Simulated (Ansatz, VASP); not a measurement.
## Two plane-wave programs on TaSi2

```xyz
9
Lattice="4.8051 0.0000 0.0000 -2.4026 4.1613 0.0000 0.0000 0.0000 6.5989" Properties=species:S:1:pos:R:3 pbc="T T T"
Ta    2.4026   -0.1000    3.2994
Ta    1.2013    1.9807    5.4991
Ta   -1.2013    1.9807    1.0998
Si    0.0000    1.3226    3.2994
Si    3.6597    0.6613    5.4991
Si    1.2571    3.5000    1.0998
Si    2.4026    2.8387    3.2994
Si   -1.2571    3.5000    5.4991
Si    1.1454    0.6613    1.0998
```

Change from the starting cell: all Ta atoms moved -0.100 Å, as atom 1 along Cartesian [0 1 0].

Alike in both runs: task single point; functional PBE; k mesh 9 × 9 × 6; occupations gaussian, width 0.15 eV; no spin polarisation.

|  | VASP | Ansatz |
| --- | --- | --- |
| version | VASP 6.6.1 | Ansatz 0.2.0 |
| potentials or method | VASP PAW PBE potentials, release 64 (Ta_pv, Si), cutoff 520 eV | scalar-relativistic, plane waves, PAW |
| valence electrons in the cell | 57 | 63 |

```csv
,VASP,Ansatz,Ansatz less VASP
gap on the k mesh at the Fermi level (eV),none,none,-
pressure (GPa),0.7,0.6,-0.09
"traceless stress, the component that is largest in VASP (GPa)",0.43,0.44,+0.004
rms of the force components (eV/Å),0.488,0.488,-0.0007
```

Atom by atom the forces differ by 0.002 eV/Å (rms over components). A gap of «none» marks a metal or a gap that the smearing closes. VASP's potentials hold 57 valence electrons a cell and Ansatz's 63, so a difference there can come from the potentials and not from the codes.

Spin-orbit coupling is off throughout.
